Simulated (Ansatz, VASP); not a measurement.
**Two plane-wave programs on Ba**

File INCAR:

```
SYSTEM = Ba
PREC = Accurate
ENCUT = 520
EDIFF = 1E-6
ISMEAR = -1
SIGMA = 0.1
LREAL = .False.
LASPH = .True.
NELM = 60
ALGO = Normal
ISIF = 2
LWAVE = .False.
LCHARG = .False.
NBANDS = 17
```

KPOINTS

```
Automatic mesh
0
Gamma
  10 10 7
  0 0 0
```

Contents of POSCAR:

```
Ba
1.0
   -3.7149930176      3.7148580609      2.0266411513
    3.7148580609     -3.7149930176      2.0266411513
    3.7200347595      3.7200347595     -2.0268883247
Ba
2
Direct
    0.9999764408      0.0000235592      1.0000000000
    0.7500235592      0.2499764408      0.5000000000
```

Input for Ansatz:

```yaml
crystal:
  lattice:
    - [-3.7149930176, 3.7148580609, 2.0266411513]
    - [3.7148580609, -3.7149930176, 2.0266411513]
    - [3.7200347595, 3.7200347595, -2.0268883247]
  atoms:
    - { symbol: Ba, position: [0.9999764408, 2.35592e-05, 1.0] }
    - { symbol: Ba, position: [0.7500235592, 0.2499764408, 0.5] }
hamiltonian:
  xc: lda
  pseudopotentials:
    kind: paw
    azcp:
      Ba: "pseudopotentials/Ba.paw.azcp"
basis:
  ecutwfc: 420
  fft_grid_basis: typed
kpoints:
  mp_grid: { grid: [10, 10, 7], shift: [0, 0, 0] }
magnetization:
  spin_polarized: false
scf:
  occupations: { method: fermi_dirac, width: 0.1 }
  lower_state_search: "off"
output:
  stress: true
```

Alike in both runs: task single point; functional LDA; k mesh 10 × 10 × 7; occupations fermi-dirac, width 0.1 eV; no spin polarisation.

|  | VASP | Ansatz |
| --- | --- | --- |
| version | VASP 6.6.1 | Ansatz 0.2.0 |
| potentials or method | VASP PAW LDA potentials, release 64 (Ba_sv), cutoff 520 eV | plane waves (420 eV) with PAW, scalar-relativistic |
| valence electrons in the cell | 20 | 20 |

|  | VASP | Ansatz | Ansatz less VASP |
| --- | --- | --- | --- |
| pressure (GPa) | -0.8 | -0.9 | -0.09 |
| traceless stress, the component that is largest in VASP (GPa) | -0.09 | -0.08 | +0.011 |

Ansatz warns that its potentials were made for another functional, while VASP's fit it. LDA's correlation is that of Perdew and Zunger in VASP and of Perdew and Wang (1992) in Ansatz.

Neither program's run includes spin-orbit coupling.
